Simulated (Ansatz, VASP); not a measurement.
## Ru in VASP and in Ansatz

Contents of INCAR:

```
SYSTEM = Ru
PREC = Accurate ; ENCUT = 500
EDIFF = 1E-6 ; ISMEAR = 0
SIGMA = 0.1 ; LREAL = .FALSE.
LASPH = .TRUE. ; NELM = 120
ALGO = Normal ; ISIF = 2
LWAVE = .FALSE. ; LCHARG = .FALSE.
GGA = PE ; NBANDS = 21
GGA_COMPAT = .FALSE.
```

File KPOINTS:

```
regular mesh
0
G
  11 11 6
  0 0 0
```

Contents of POSCAR:

```
Ru
1.0
    2.7058000000      0.0000000000      0.0000000000
   -1.3529000000      2.3432915376      0.0000000000
    0.0000000000      0.0000000000      4.2819000000
Ru
2
Direct
    0.6666666667      0.3333333333      0.7500000000
    0.3333333333      0.6666666667      0.2500000000
```

The input input.yaml:

```yaml
crystal:
  lattice:
    - [2.7058, 0.0, 0.0]
    - [-1.3529, 2.3432915376, 0.0]
    - [0.0, 0.0, 4.2819]
  atoms:
    - { symbol: Ru, position: [0.6666666667, 0.3333333333, 0.75] }
    - { symbol: Ru, position: [0.3333333333, 0.6666666667, 0.25] }
kpoints:
  mp_grid: { grid: [11, 11, 6] }
scf:
  occupations: { method: gaussian, width: 0.1 }
hamiltonian:
  xc: pbe
  pseudopotentials: { kind: all_electron, lapw: { basis_error: 0.001 } }
output:
  forces: true
  stress: true
  eigenvalues: true
```

Alike in both runs: task single point; functional PBE; k mesh 11 × 11 × 6; occupations gaussian, width 0.1 eV; no spin polarisation.

|  | VASP | Ansatz |
| --- | --- | --- |
| version | VASP 6.6.1 | Ansatz 0.2.0 |
| potentials or method | VASP PAW PBE potentials, release 64 (Ru_pv), cutoff 500 eV | all-electron LAPW, scalar-relativistic |

Ansatz gave:

| Quantity | Value |
| --- | --- |
| gap on the k mesh at the Fermi level (eV) | none |
| pressure (GPa) | 4.5 |
| traceless stress, the component that is largest in VASP (GPa) | -0.06 |

Problem. What did VASP give for the same quantities?

Solution. gap on the k mesh at the Fermi level (eV): none; pressure (GPa): 4.5; traceless stress, the component that is largest in VASP (GPa): -0.03.

A gap of «none» marks a metal or a gap that the smearing closes. Ansatz ran all-electron here, and VASP with PAW potentials.
